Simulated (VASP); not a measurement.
# Au (P-1) in VASP: single point with PBEsol

Aim: the single point of Au with PBEsol.

Program: VASP 6.6.1. These are calculated values, not measurements. Logs are shortened: lines on timing, memory, paths and dates and some standing lists are left out, and cuts for length are marked.

## Step 1: The cell of the first run

The typed cell holds 2 atoms: a = 2.815 Å, b = 2.820 Å, c = 5.191 Å, α = 103.14°, β = 102.66°, γ = 90.26°.

## Step 2: Single point, PBEsol

INCAR

```
ALGO = Normal ; EDIFF = 1E-6
ENCUT = 520 ; GGA = PS
ISIF = 2 ; ISMEAR = -1
LASPH = T ; LCHARG = F
LREAL = F ; LWAVE = F
NBANDS = 18 ; NELM = 60
PREC = Accurate ; SIGMA = 0.1
```

KPOINTS

```
k-points
0
Gamma
  11 11 6
```

POSCAR

```
Au
1.0
    2.8154890000      0.0000000000      0.0000000000
   -0.0129551671      2.8201792438      0.0000000000
   -1.1378914302     -1.1854111022      4.9240139729
Au
2
Direct
    0.3271380000      0.3340380000      0.7259450000
    0.6728620000      0.6659620000      0.2740550000
```

Potentials or basis: VASP PAW PBE potentials, release 64 (Au).

The run is started by

```
cat potpaw_PBE.64/Au/POTCAR > POTCAR
mpirun -np 1 vasp_std > vasp.out
```

OUTCAR:

```text
EDIFF = 1E-6
   ENCUT = 520
   GGA = PS
   ISIF = 2
   ISMEAR = -1
   LASPH = T
   LREAL = F
   NELM = 60
   PREC = Accurate

 ion  position               nearest neighbor table
   1  0.327  0.334  0.726-   2 2.74   2 2.92   2 2.98   2 3.00   2 3.05
   2  0.673  0.666  0.274-   1 2.74   1 2.92   1 2.98   1 3.00   1 3.05

  LATTYP: Found a triclinic cell.
 ALAT       =     2.8154890000
 B/A-ratio  =     1.4186467053
 C/A-ratio  =     2.8424929978
 COS(alpha) =     0.0022339224
 COS(beta)  =     0.5581871673
 COS(gamma) =     0.7081406440

  Lattice vectors:

 A1 = (  -2.8154890000,   0.0000000000,   0.0000000000)
 A2 = (  -2.8284441671,   2.8201792438,   0.0000000000)
 A3 = (  -4.4671762356,  -4.4549473854,  -4.9240139729)

Analysis of symmetry for initial positions (statically):
=====================================================================
 Subroutine PRICEL returns:
 Original cell was already a primitive cell.

 Routine SETGRP: Setting up the symmetry group for a
 triclinic supercell.

 Subroutine GETGRP returns: Found  2 space group operations
 (whereof  2 operations were pure point group operations)
 out of a pool of  2 trial point group operations.

The static configuration has the point symmetry S_2 .

Analysis of symmetry for dynamics (positions and initial velocities):
=====================================================================
 Subroutine PRICEL returns:
 Original cell was already a primitive cell.

 Routine SETGRP: Setting up the symmetry group for a
 triclinic supercell.

 Subroutine GETGRP returns: Found  2 space group operations
 (whereof  2 operations were pure point group operations)
 out of a pool of  2 trial point group operations.

The dynamic configuration has the point symmetry S_2 .

 Subroutine INISYM returns: Found  2 space group operations
 (whereof  2 operations are pure point group operations),
 and found     1 'primitive' translations

----------------------------------------------------------------------------------------

                                     Primitive cell

  volume of cell :      39.0976

  direct lattice vectors                    reciprocal lattice vectors
     2.815489000  0.000000000  0.000000000     0.355178088  0.001631595  0.082470971
    -0.012955167  2.820179244  0.000000000     0.000000000  0.354587391  0.085363655
    -1.137891430 -1.185411102  4.924013973     0.000000000  0.000000000  0.203086345

  length of vectors
     2.815489000  2.820209000  5.190945000     0.364630769  0.364717934  0.203086345

  position of ions in fractional coordinates (direct lattice)
     0.327138000  0.334038000  0.725945000
     0.672862000  0.665962000  0.274055000

  ion indices of the primitive-cell ions
   primitive index   ion index
                 1           1
                 2           2

----------------------------------------------------------------------------------------

 KPOINTS: k-points

Automatic generation of k-mesh.
 Grid dimensions read from file:
 generate k-points for:   11   11    6

 Generating k-lattice:

  Cartesian coordinates                     Fractional coordinates (reciprocal lattice)
     0.032288917  0.000148327  0.007497361     0.090909091  0.000000000  0.000000000
     0.000000000  0.032235217  0.007760332     0.000000000  0.090909091  0.000000000
     0.000000000  0.000000000  0.033847724     0.000000000  0.000000000  0.166666667

  Length of vectors
     0.033148252  0.033156176  0.033847724

  Shift w.r.t. Gamma in fractional coordinates (k-lattice)
     0.000000000  0.000000000  0.000000000

 Subroutine IBZKPT returns following result:
 ===========================================

 Found    364 irreducible k-points:

 Following reciprocal coordinates:
            Coordinates               Weight
  0.000000  0.000000  0.000000      1.000000
  0.090909  0.000000  0.000000      2.000000
  0.181818 -0.000000 -0.000000      2.000000
  0.272727  0.000000  0.000000      2.000000
  0.363636  0.000000  0.000000      2.000000
  0.454545  0.000000 -0.000000      2.000000
[... 16 lines left out ...]
  0.454545  0.181818 -0.000000      2.000000
 -0.454545  0.181818  0.000000      2.000000
 [... further k-points ...]
   k-points           NKPTS =    364   k-points in BZ     NKDIM =    364   number of bands    NBANDS=     18
   number of dos      NEDOS =    301   number of ions     NIONS =      2
   total plane-waves  NPLWV =  23040
   dimension x,y,z NGX =    24 NGY =   24 NGZ =   40
   dimension x,y,z NGXF=    48 NGYF=   48 NGZF=   80
   ions per type =               2
   NGX,Y,Z   is equivalent  to a cutoff of  14.17, 14.15, 12.81 a.u.
   NGXF,Y,Z  is equivalent  to a cutoff of  28.34, 28.30, 25.62 a.u.
 SYSTEM =  unknown system
   PREC   = accura    normal or accurate (medium, high low for compatibility)
   ISTART =      0    job   : 0-new  1-cont  2-samecut
   ICHARG =      2    charge: 1-file 2-atom 10-const
   ISPIN  =      1    spin polarized calculation?
   LNONCOLLINEAR =      F non collinear calculations
   LSORBIT =      F    spin-orbit coupling
   LASPH  =      T    aspherical Exc in radial PAW
   ENCUT  =  520.0 eV  38.22 Ry    6.18 a.u.   5.23  5.24  9.65*2*pi/ulx,y,z
   NELM   =     60;   NELMIN=  2; NELMDL= -5     # of ELM steps
   EDIFF  = 0.1E-05   stopping-criterion for ELM
   LREAL  =      F    real-space projection
   EDIFFG = 0.1E-04   stopping-criterion for IOM
   NSW    =      0    number of steps for IOM
   IBRION =     -1    ionic relax: 0-MD 1-quasi-New 2-CG
   NFREE  =      0    steps in history (QN), initial steepest desc. (CG)
   ISIF   =      2    stress and relaxation
   ISYM   =      2    0-nonsym 1-usesym 2-fastsym
   POTIM  = 0.5000    time-step for ionic-motion
   TEBEG  =    0.0;   TEEND  =   0.0 temperature during run
   PSTRESS=    0.0 pullay stress
   NELECT =      22.0000    total number of electrons
   NUPDOWN=      -1.0000    fix difference up-down
   EMIN   =  10.00;   EMAX   =-10.00  energy-range for DOS
   EFERMI =   0.00;   METHOD = LEGACY
   ISMEAR =    -1;   SIGMA  =   0.10  broadening in eV -4-tet -1-fermi 0-gaus
   EFERMI_NEDOS =   21; number of points for ismear=-14 and -15
   IALGO  =     38    algorithm
   IMIX   =      4    mixing-type and parameters
     AMIX     =   0.40;   BMIX     =  1.00
     AMIX_MAG =   1.60;   BMIX_MAG =  1.00
  volume/ion in A,a.u.               =      19.55       131.92
  Fermi-wavevector in a.u.,A,eV,Ry     =   1.351551  2.554061 24.853629  1.826690
  Thomas-Fermi vector in A             =   2.478963
   LORBIT       =      0    0 simple, 1 ext, 2 COOP (PROOUT), +10 PAW based schemes
   GGA     = PS    functional components
   LHFCALC =     F    Hartree Fock is set to
   AEXX    =    0.0000 exact exchange contribution
   IVDW    =     0    specifies the selected vdW correction
   LEPSILON=     F    determine dielectric tensor
   LRPA    =     F    only Hartree local field effects (RPA)
 non-spin polarized calculation
  energy-cutoff  :      520.00
  volume of cell :       39.10
 maximum number of plane-waves:      1074
 NGX is ok and might be reduce to    24
   NGX = 11   NGY = 11   NGZ = 19

 number of electron      22.0000000 magnetization

 Free energy of the ion-electron system (eV)
  ---------------------------------------------------
  ext. energy  EPLUGINS =         0.00000000
  ---------------------------------------------------
  free energy    TOTEN  =        -7.48583801 eV

  energy without entropy =       -7.46381639  energy(sigma->0) =       -7.47482720

 E-fermi :   7.0458     XC(G=0): -12.0066

 val. band max:        7.0378109560   @ k =  -0.0909   0.4545   0.1667
 cond. band min:       7.0474491355   @ k =   0.1818   0.3636   0.3333
 fundamental gap:      0.0096381795
 Fermi energy:         7.0457790724

 k-point     1 :       0.0000    0.0000    0.0000
  band No.  band energies     occupation
      1      -1.5148      2.00000
      2       0.9890      2.00000
      3       1.3112      2.00000
      4       1.8322      2.00000
      5       2.3948      2.00000
      6       4.1493      2.00000
[... 10 lines left out ...]
     17      22.7496      0.00000
     18      24.5828      0.00000

 k-point     2 :       0.0909    0.0000    0.0000
  band No.  band energies     occupation
      1      -1.3125      2.00000
      2       1.1226      2.00000
      3       1.4262      2.00000
      4       1.9347      2.00000
      5       2.4679      2.00000
      6       3.9897      2.00000
[... 10 lines left out ...]
     17      22.9604      0.00000
     18      24.6093      0.00000

 k-point     3 :       0.1818   -0.0000   -0.0000
  band No.  band energies     occupation
      1      -0.7518      2.00000
      2       1.2976      2.00000
      3       1.9158      2.00000
      4       2.1412      2.00000
      5       2.7655      2.00000
      6       3.4120      2.00000
[... 10 lines left out ...]
     17      23.6980      0.00000
     18      24.2937      0.00000

 k-point     4 :       0.2727    0.0000    0.0000
  band No.  band energies     occupation
      1       0.0120      2.00000
      2       1.4228      2.00000
      3       2.2409      2.00000
      4       2.5740      2.00000
      5       2.7619      2.00000
      6       3.4235      2.00000
[... 375 lines left out ...]
      4       2.6784      2.00000
      5       2.9544      2.00000
      6       3.2288      2.00000
[... 10 lines left out ...]
     17      20.5290      0.00000
     18      23.1054      0.00000

 k-point    23 :       0.4545    0.1818   -0.0000
  band No.  band energies     occupation
      1       1.5083      2.00000
      2       1.7864      2.00000
      3       2.2489      2.00000
      4       2.6330      2.00000
      5       2.8530      2.00000
      6       3.2187      2.00000
[... 10 lines left out ...]
     17      20.5349      0.00000
     18      22.7015      0.00000

 k-point    24 :      -0.4545    0.1818    0.0000
  band No.  band energies     occupation
      1       1.3435      2.00000
      2       1.9883      2.00000
      3       2.2116      2.00000
      4       2.5903      2.00000
      5       2.8634      2.00000
      6       3.2134      2.00000
[... 10 lines left out ...]
     17      21.5829      0.00000
     18      21.9145      0.00000

 [... further k-points ...]

------------------------ aborting loop because EDIFF is reached ----------------------------------------

  FORCE on cell =-STRESS in cart. coord.  units (eV):
  Direction    XX          YY          ZZ          XY          YZ          ZX
  --------------------------------------------------------------------------------------
  -------------------------------------------------------------------------------------
  Total       -2.1260140     -2.1689450     -1.7188509      0.0650986      0.1196842      0.1614603
  in kB      -87.1218089    -88.8810749    -70.4366928      2.6676716      4.9045329      6.6164736
  external PRESSURE =     -82.1465255 kB  Pullay stress =       0.0000000 kB

 VOLUME and BASIS-vectors are now :
 -----------------------------------------------------------------------------
  energy-cutoff  :      520.00
  volume of cell :       39.10
      direct lattice vectors                 reciprocal lattice vectors
     2.815489000  0.000000000  0.000000000     0.355178088  0.001631595  0.082470971
    -0.012955167  2.820179244  0.000000000     0.000000000  0.354587391  0.085363655
    -1.137891430 -1.185411102  4.924013973     0.000000000  0.000000000  0.203086345

 POSITION                                       TOTAL-FORCE (eV/Angst)
 -----------------------------------------------------------------------------------
      0.09068      0.08150      3.57456        -0.025060     -0.022154     -0.118503
      1.57396      1.55326      1.34945         0.025060      0.022154      0.118503
 -----------------------------------------------------------------------------------
    total drift:                                0.000000     -0.000000      0.000000

  FREE ENERGIE OF THE ION-ELECTRON SYSTEM (eV)
  ---------------------------------------------------
  free  energy   TOTEN  =        -7.4858380110 eV

  energy  without entropy=       -7.4638163877  energy(sigma->0) =       -7.47482720
```

Run time: 3.2 min. Hardware: 1 thread of Intel Xeon 8259CL, shared host; peak memory 0.33 GiB.

What came out:

* Free energy: -7.4858 eV
* Pressure: -8.2 GPa
* Largest force: 0.123 eV/Å
* Band gap on the k mesh: zero (bands 11 and 12 overlap by 4.92 eV)

Forces on the atoms (eV/Å):
```
Au  -0.025 -0.022 -0.119
Au   0.025  0.022  0.119
```

Levels at points of the mesh, in eV from the Fermi level:
```tsv
k point	band 9	band 10	band 11	band 12	band 13	band 14
(0.00, 0.00, 0.00)	-2.27	-2.04	-1.66	-0.08	2.64	13.90
(0.00, 0.00, 0.50)	-1.98	-1.75	-1.65	-1.60	9.26	11.43
```

Caveat: the cell stands under tension; the PAW data sets were made with another functional, which shifts forces and pressure a little; spin-orbit coupling is left out, which moves the levels of the heavy elements.
